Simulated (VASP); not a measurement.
# Be2H (P4/mmm) in VASP: further runs, part 2 of 2

VASP 6.6.1.

### 4 Single point, PBE

This run uses another cell than the first one, of 7.61 Å³/atom, 1.005 times its volume.

File INCAR:

```
SYSTEM = Be2H
PREC = Accurate ; ENCUT = 520
EDIFF = 1E-6 ; ISMEAR = 0
SIGMA = 0.1 ; LREAL = .FALSE.
LASPH = .TRUE. ; NELM = 100
ALGO = Normal ; ISIF = 2
LWAVE = .FALSE. ; LCHARG = .FALSE.
GGA = PE ; NBANDS = 10
```

File KPOINTS:

```
regular mesh
0
G
  8 8 4
  0 0 0
```

File POSCAR:

```
Be2H
1.0
    2.3607953067      0.0000000000      0.0000000000
    0.0000000000      2.3607953067      0.0000000000
    0.0000000000      0.0000000000      4.0984762875
Be H
2 1
Direct
    0.5000000000      0.5000000000      0.2522599534
    0.5000000000      0.5000000000      0.7477400466
    0.0000000000      0.0000000000      0.0000000000
```

Potentials or basis: VASP PAW PBE potentials, release 64 (Be, H).

Run with:

```console
> cat potpaw_PBE.64/Be/POTCAR potpaw_PBE.64/H/POTCAR > POTCAR
> mpirun -np 1 vasp_std > vasp.out
```

OUTCAR:

```text
SYSTEM = Be2H
   PREC = Accurate
   ENCUT = 520
   EDIFF = 1E-6
   ISMEAR = 0
   LREAL = .FALSE.
   LASPH = .TRUE.
   NELM = 100
   ISIF = 2
   GGA = PE

 ion  position               nearest neighbor table
   1  0.500  0.500  0.252-   2 2.03   2 2.07
   2  0.500  0.500  0.748-   1 2.03   1 2.07
   3  0.000  0.000  0.000-

  LATTYP: Found a simple tetragonal cell.
 ALAT       =     2.3607953067
 C/A-ratio  =     1.7360574531

  Lattice vectors:

 A1 = (   2.3607953067,   0.0000000000,   0.0000000000)
 A2 = (   0.0000000000,   2.3607953067,   0.0000000000)
 A3 = (   0.0000000000,   0.0000000000,   4.0984762875)

Analysis of symmetry for initial positions (statically):
=====================================================================
 Subroutine PRICEL returns:
 Original cell was already a primitive cell.

 Routine SETGRP: Setting up the symmetry group for a
 simple tetragonal supercell.

 Subroutine GETGRP returns: Found 16 space group operations
 (whereof 16 operations were pure point group operations)
 out of a pool of 16 trial point group operations.

The static configuration has the point symmetry D_4h.
[... 174 lines left out ...]
      2      -0.2305      2.00000
      3       4.0348      2.00000
      4      14.5107      0.00000
      5      14.5107      0.00000
      6      15.7323      0.00000
      7      19.8479      0.00000
      8      19.8479      0.00000
      9      20.0253      0.00000
     10      21.5664      0.00000
[... 287 lines left out ...]
 k-point    24 :       0.5000    0.1250    0.2500
  band No.  band energies     occupation
      1      -2.1519      2.00000
      2       1.8049      2.00000
      3       3.8948      2.00000
      4       4.2870      2.00000
      5      11.2274      0.00000
      6      12.6675      0.00000
      7      15.8700      0.00000
      8      18.5834      0.00000
      9      21.0139      0.00000
     10      22.0148      0.00000

 [... further k-points ...]

------------------------ aborting loop because EDIFF is reached ----------------------------------------

  FORCE on cell =-STRESS in cart. coord.  units (eV):
  Direction    XX          YY          ZZ          XY          YZ          ZX
  --------------------------------------------------------------------------------------
  -------------------------------------------------------------------------------------
  Total        0.0510537      0.0510537     -0.0191632      0.0000000      0.0000000     -0.0000000
  in kB        3.5809507      3.5809507     -1.3441214      0.0000000      0.0000000     -0.0000000
  external PRESSURE =       1.9392600 kB  Pullay stress =       0.0000000 kB

 VOLUME and BASIS-vectors are now :
 -----------------------------------------------------------------------------
  energy-cutoff  :      520.00
  volume of cell :       22.84
      direct lattice vectors                 reciprocal lattice vectors
     2.360795307  0.000000000  0.000000000     0.423586067  0.000000000  0.000000000
     0.000000000  2.360795307  0.000000000     0.000000000  0.423586067  0.000000000
     0.000000000  0.000000000  4.098476287     0.000000000  0.000000000  0.243993116

 POSITION                                       TOTAL-FORCE (eV/Angst)
 -----------------------------------------------------------------------------------
      1.18040      1.18040      1.03388        -0.000000     -0.000000     -0.035200
      1.18040      1.18040      3.06459         0.000000      0.000000      0.035200
      0.00000      0.00000      0.00000        -0.000000      0.000000      0.000000
 -----------------------------------------------------------------------------------
    total drift:                               -0.000000     -0.000000     -0.000000

  FREE ENERGIE OF THE ION-ELECTRON SYSTEM (eV)
  ---------------------------------------------------
  free  energy   TOTEN  =        -8.3111167789 eV

  energy  without entropy=       -8.3100337944  energy(sigma->0) =       -8.31057529
```

It took 6.1 s on 1 thread of AMD EPYC 7R43 (Zen 3), shared host; peak memory 0.1 GiB.

Results:

| Property | Result |
| --- | --- |
| Free energy | -8.3111 eV |
| Pressure | 0.2 GPa |
| Largest force | 0.035 eV/Å |

Forces on the atoms (eV/Å):
```
Be   0.000  0.000 -0.035
Be   0.000  0.000  0.035
H    0.000  0.000  0.000
```

Levels at points of the mesh, in eV from the Fermi level:
| k point | band 1 | band 2 | band 3 | band 4 | band 5 | band 6 |
| --- | --- | --- | --- | --- | --- | --- |
| (0.00, 0.00, 0.00) | -11.61 | -4.98 | -0.72 | 9.76 | 9.76 | 10.98 |
| (0.50, 0.00, 0.00) | -7.62 | -3.47 | -0.14 | 1.52 | 2.75 | 6.94 |
| (0.50, 0.50, 0.00) | -2.00 | -0.86 | -0.86 | 3.16 | 4.30 | 5.59 |
| (0.00, 0.00, 0.50) | -10.99 | -7.47 | 6.01 | 6.81 | 11.05 | 11.32 |
| (0.50, 0.00, 0.50) | -6.87 | -2.78 | -2.66 | -1.52 | 9.49 | 11.17 |
| (0.50, 0.50, 0.50) | -1.75 | 0.80 | 0.80 | 1.71 | 1.71 | 3.35 |

Caveat: the k points lie up to 0.38 Å⁻¹ apart.

### 5 Relaxation of cell and atoms, PBE

This run uses another cell than the first one, of 6.56 Å³/atom, 0.866 times its volume.

File INCAR:

```
PREC = Accurate
ENCUT = 600
EDIFF = 1E-6
ISMEAR = 0
SIGMA = 0.1
LREAL = False
LASPH = True
NELM = 100
ALGO = Normal
ISIF = 3
LWAVE = False
LCHARG = False
GGA = PE
IBRION = 2
NSW = 90
EDIFFG = -0.04
```

File KPOINTS:

```
Automatic mesh
0
Gamma
  8 8 4
```

File POSCAR:

```
Be2H
1.0
    2.1762740800      0.0000000000      0.0000000000
    0.0000000000      2.1762740800      0.0000000000
    0.0000000000      0.0000000000      4.1579481900
Be H
2 1
Direct
    0.5000000000      0.5000000000      0.2700000100
    0.5000000000      0.5000000000      0.7299999900
    0.0000000000      0.0000000000      0.0000000000
```

Potentials or basis: VASP PAW PBE potentials, release 64 (Be, H).

Run with:

```console
> cat potpaw_PBE.64/Be/POTCAR potpaw_PBE.64/H/POTCAR > POTCAR
> mpirun -np 1 vasp_std > vasp.out
```

OUTCAR:

```text
PREC = Accurate
   ENCUT = 600
   EDIFF = 1E-6
   ISMEAR = 0
   LREAL = False
   LASPH = True
   NELM = 100
   ISIF = 3
   GGA = PE
   IBRION = 2
   NSW = 90
   EDIFFG = -0.04

 ion  position               nearest neighbor table
   1  0.500  0.500  0.270-   2 1.91   2 2.25
   2  0.500  0.500  0.730-   1 1.91   1 2.25
   3  0.000  0.000  0.000-

  LATTYP: Found a simple tetragonal cell.
 ALAT       =     2.1762740800
 C/A-ratio  =     1.9105811296

  Lattice vectors:

 A1 = (   2.1762740800,   0.0000000000,   0.0000000000)
 A2 = (   0.0000000000,   2.1762740800,   0.0000000000)
 A3 = (   0.0000000000,   0.0000000000,   4.1579481900)

Analysis of symmetry for initial positions (statically):
[... 507 lines left out ...]
  free  energy   TOTEN  =        -8.2669655369 eV

  energy  without entropy=       -8.2625110675  energy(sigma->0) =       -8.26473830

[... ionic steps 4 to 10 ...]

--------------------------------------- Ionic step       11  -------------------------------------------

 number of electron       5.0000000 magnetization

------------------------ aborting loop because EDIFF is reached ----------------------------------------
[... 69 lines left out ...]
--------------------------------------- Ionic step       13  -------------------------------------------

 number of electron       5.0000000 magnetization

 Free energy of the ion-electron system (eV)
  ---------------------------------------------------
  ext. energy  EPLUGINS =         0.00000000
  ---------------------------------------------------
  free energy    TOTEN  =        -8.31040502 eV

  energy without entropy =       -8.30929193  energy(sigma->0) =       -8.30984848

 E-fermi :   4.6986     XC(G=0):  -9.9550

 val. band max:        4.6465874673   @ k =   0.3750   0.3750   0.0000
 cond. band min:       4.8356625907   @ k =   0.2500   0.0000   0.0000
 fundamental gap:      0.1890751234
 Fermi energy:         4.6985798674

 k-point     1 :       0.0000    0.0000    0.0000
  band No.  band energies     occupation
      1      -6.8663      2.00000
      2      -0.2473      2.00000
      3       3.9721      2.00000
      4      14.4001      0.00000
      5      14.4001      0.00000
      6      15.5858      0.00000
[... 237 lines left out ...]
  FREE ENERGIE OF THE ION-ELECTRON SYSTEM (eV)
  ---------------------------------------------------
  free  energy   TOTEN  =        -8.3104050246 eV

  energy  without entropy=       -8.3092919258  energy(sigma->0) =       -8.30984848

 reached required accuracy - stopping structural energy minimisation
```

OSZICAR:

```text
N       E                     dE             d eps       ncg     rms          rms(c)
DAV:   1    -0.986118431293E+00   -0.98612E+00   -0.17751E+03   540   0.653E+02
DAV:   2    -0.810152280349E+01   -0.71154E+01   -0.67201E+01   780   0.763E+01
DAV:   3    -0.814987187407E+01   -0.48349E-01   -0.48273E-01   648   0.660E+00
[... 83 lines left out ...]
DAV:   1    -0.831058390850E+01   -0.20668E-02   -0.25452E-02   606   0.130E+00    0.724E-02
DAV:   2    -0.831044651871E+01    0.13739E-03   -0.60326E-04   666   0.205E-01    0.407E-02
DAV:   3    -0.831040605476E+01    0.40464E-04   -0.17986E-04   624   0.719E-02    0.111E-02
DAV:   4    -0.831040495280E+01    0.11020E-05   -0.14705E-05   600   0.310E-02    0.147E-03
DAV:   5    -0.831040502456E+01   -0.71756E-07   -0.43131E-07   312   0.585E-03
  13 F= -.83104050E+01 E0= -.83098485E+01  d E =-.188889E-02
```

Run time: 33 s. Hardware: 1 thread of AMD EPYC 7R43 (Zen 3), shared host; peak memory 0.1 GiB.

Results:

```
Free energy                            : -8.3104 eV
Relaxed volume                         : 7.67 Å³/atom
Relaxed cell                           : a = 2.367 Å, b = 2.367 Å, c = 4.109 Å, α = 90.00°, β = 90.00°, γ = 90.00°
Space group after relaxing (to 0.05 Å) : P4/mmm (No. 123)
Energy gained by relaxing              : 80.6 meV/atom
Ionic steps                            : 13
Pressure after relaxing                : -0.4 GPa
Largest force after relaxing           : 0.019 eV/Å
```

Forces on the atoms (eV/Å):
```
Be   0.000  0.000  0.019
Be   0.000  0.000 -0.019
H    0.000  0.000  0.000
```

Stress tensor (GPa, compression positive):
```
-0.24  0.00  0.00
 0.00 -0.24  0.00
 0.00  0.00 -0.83
```

Step by step:
```
step  energy change (eV)  largest force (eV/Å)  pressure (GPa)  volume (Å³)
   1              0.0000                1.0199           15.73        19.69
   2             -0.1813                0.1663            4.45        21.59
   3             -0.1984                0.1897            0.67        22.47
   4             -0.2264                0.0334           -0.41        22.84
   5             -0.2290                0.0443           -0.56        22.96
   6             -0.2294                0.0816           -0.65        23.01
   7             -0.2295                0.1003           -0.71        23.03
   8             -0.2297                0.1399           -0.86        23.08
   9             -0.2313                0.2163           -1.23        23.18
  10             -0.2337                0.3126           -1.78        23.38
  11             -0.2351                0.1767           -0.71        23.18
  12             -0.2399                0.0627           -1.24        23.27
  13             -0.2418                0.0194           -0.43        23.02
```

Final structure:
```
Be H
1.0
     2.36677    0.00000    0.00000
     0.00000    2.36677    0.00000
     0.00000    0.00000    4.10881
Be H
2 1
Direct
  0.50000 0.50000 0.25171
  0.50000 0.50000 0.74829
  0.00000 0.00000 0.00000
```

Caveat: the k points lie up to 0.38 Å⁻¹ apart in the final cell; the volume moved by over 15 % at a fixed basis, so the end points are rough.

### 6 Single point, PBE

This run uses another cell than the first one, of 6.56 Å³/atom, 0.866 times its volume.

File INCAR:

```
PREC     = Accurate       # precision mode
ENCUT    = 520            # plane-wave cutoff, eV
EDIFF    = 1E-7           # SCF threshold, eV
ISMEAR   = 0              # smearing method
SIGMA    = 0.1            # smearing width, eV
LREAL    = False          # projectors in reciprocal space
LASPH    = True           # aspherical terms in the spheres
NELM     = 100            # most SCF steps
ALGO     = Normal         # electronic algorithm
ISIF     = 2              # what is computed and relaxed
LWAVE    = False          # write WAVECAR
LCHARG   = False          # write CHGCAR
GGA      = PE             # functional
NBANDS   = 10             # bands
```

KPOINTS is that of step 5.

POSCAR is that of step 5.

Potentials or basis: VASP PAW PBE potentials, release 64 (Be, H).

Run with:

```console
> cat potpaw_PBE.64/Be/POTCAR potpaw_PBE.64/H/POTCAR > POTCAR
> mpirun -np 1 vasp_std > vasp.out
```

Wall time 11 s (1 thread of Intel Xeon 6975P-C, shared host); peak memory 0.12 GiB.

The run converged. Its results:

```
Free energy   : -8.0683 eV
Pressure      : 15.7 GPa
Largest force : 1.020 eV/Å
```

Forces on the atoms (eV/Å):
```
Be   0.000  0.000 -1.020
Be   0.000  0.000  1.020
H    0.000  0.000  0.000
```

Stress tensor (GPa, compression positive):
```
17.23  0.00  0.00
 0.00 17.23  0.00
 0.00  0.00 12.56
```

Levels at points of the mesh, in eV from the Fermi level:
```csv
k point,band 1,band 2,band 3,band 4,band 5,band 6,band 7
"(0.00, 0.00, 0.00)",-12.87,-6.63,-2.28,12.21,12.21,13.55,15.12
"(0.50, 0.00, 0.00)",-8.30,-3.14,-0.36,0.21,1.55,6.91,16.19
"(0.50, 0.50, 0.00)",-1.56,-0.66,-0.66,4.36,5.25,5.25,6.26
"(0.00, 0.00, 0.50)",-12.28,-8.93,3.48,5.85,13.84,13.84,13.98
"(0.50, 0.00, 0.50)",-7.42,-4.02,-2.51,-1.53,8.48,9.70,13.41
"(0.50, 0.50, 0.50)",-1.31,1.28,1.28,1.36,1.36,5.14,5.42
```

Caveat: the k points lie up to 0.38 Å⁻¹ apart; forces of over 1 eV/Å act on the atoms, so gaps and moduli don't describe the material at rest.

### 7 Summary

```tsv
task	cell	k mesh	cutoff (eV)	gap on the mesh (eV)	pressure (GPa)	relaxed volume (Å³/atom)	largest force (eV/Å)
single point	a = 2.329, b = 2.329, c = 4.193 Å, 3 atoms	20 × 20 × 12	520	none	0.0	-	-
relaxation of cell and atoms	relaxed from a = 2.361, b = 2.361, c = 4.098 Å, 3 atoms	20 × 20 × 12	600	none	0.0	7.58	0.01
single point	a = 2.361, b = 2.361, c = 4.098 Å, 3 atoms	8 × 8 × 4	520	none	0.2	-	0.04
relaxation of cell and atoms	relaxed from a = 2.176, b = 2.176, c = 4.158 Å, 3 atoms	8 × 8 × 4	600	none	-0.4	7.67	0.02
single point	a = 2.176, b = 2.176, c = 4.158 Å, 3 atoms	8 × 8 × 4	520	none	15.7	-	1.02
```

Alike in all rows: level PBE; potentials or basis VASP PAW PBE potentials, release 64 (Be, H); no spin polarisation; smearing gaussian 0.1 eV.

Caveats: some runs use coarse meshes; the volume moved by over 15 % at a fixed basis, so the end points are rough (some runs); forces of over 1 eV/Å act on the atoms, so gaps and moduli don't describe the material at rest (some runs).

Total energies depend on the potentials used, so only differences within one code and one set of settings carry meaning.
